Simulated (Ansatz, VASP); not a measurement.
NaCl: VASP beside Ansatz

The input POSCAR:

```
NaCl
1.0
    0.0000000000      3.0872727782      3.0872727782
    3.0872727782      0.0000000000      3.0872727782
    3.0872727782      3.0872727782      0.0000000000
Na Cl
1 1
Direct
    0.0000000000      0.0000000000      0.0000000000
    0.2500000000      0.2500000000      0.2500000000
```

File INCAR.step1:

```
ALGO = Normal
EDIFF = 1E-5
ENCUT = 520
GGA = PE
ISIF = 2
ISMEAR = 0
LASPH = T
LCHARG = F
LREAL = F
LWAVE = T
NBANDS = 14
NELM = 100
PREC = Accurate
SIGMA = 0.01
```

The input INCAR.step2:

```
ALGO = Normal
EDIFF = 1E-6
ENCUT = 520
GGA = PE
HFSCREEN = 0.2079
ISIF = 2
ISMEAR = 0
ISTART = 1
LASPH = T
LCHARG = F
LHFCALC = T
LREAL = F
LWAVE = F
NBANDS = 14
NELM = 100
PREC = Accurate
PRECFOCK = Normal
SIGMA = 0.01
```

The input KPOINTS:

```
k-points
0
Gamma
  4 4 4
```

Input for Ansatz:

```yaml
crystal:
  lattice:
    - [0.0, 3.0872727782, 3.0872727782]
    - [3.0872727782, 0.0, 3.0872727782]
    - [3.0872727782, 3.0872727782, 0.0]
  atoms:
    - { symbol: Na, position: [0.0, 0.0, 0.0] }
    - { symbol: Cl, position: [0.25, 0.25, 0.25] }
kpoints:
  mp_grid: { grid: [4, 4, 4] }
hamiltonian:
  xc: hse06
scf:
  occupations: { method: fixed }
  n_extra_bands: 4
output:
  forces: true
  stress: true
  eigenvalues: true
```

Alike in both runs: task single point; functional HSE06; k mesh 4 × 4 × 4; no spin polarisation.

|  | VASP | Ansatz |
| --- | --- | --- |
| version | VASP 6.6.1 | Ansatz 0.2.0 |
| potentials or method | VASP PAW PBE potentials, release 64 (Na_pv, Cl) | plane waves, PAW |
| plane-wave cutoff (eV) | 520 | 420 |
| occupations | gaussian, width 0.01 eV | fixed |
| valence electrons in the cell | 14 | 16 |

|  | VASP | Ansatz | Ansatz less VASP |
| --- | --- | --- | --- |
| gap on the k mesh at the Fermi level (eV) | 6.24 | 6.25 | +0.009 |
| pressure (GPa) | 0.4 | 0.4 | -0.03 |

VASP's potentials hold 14 valence electrons a cell and Ansatz's 16, so a difference there can come from the potentials and not from the codes. Ansatz's warnings: stress exchange threshold loose, stress scf threshold loose.

The k mesh is coarse, so the values compare programs but aren't converged.
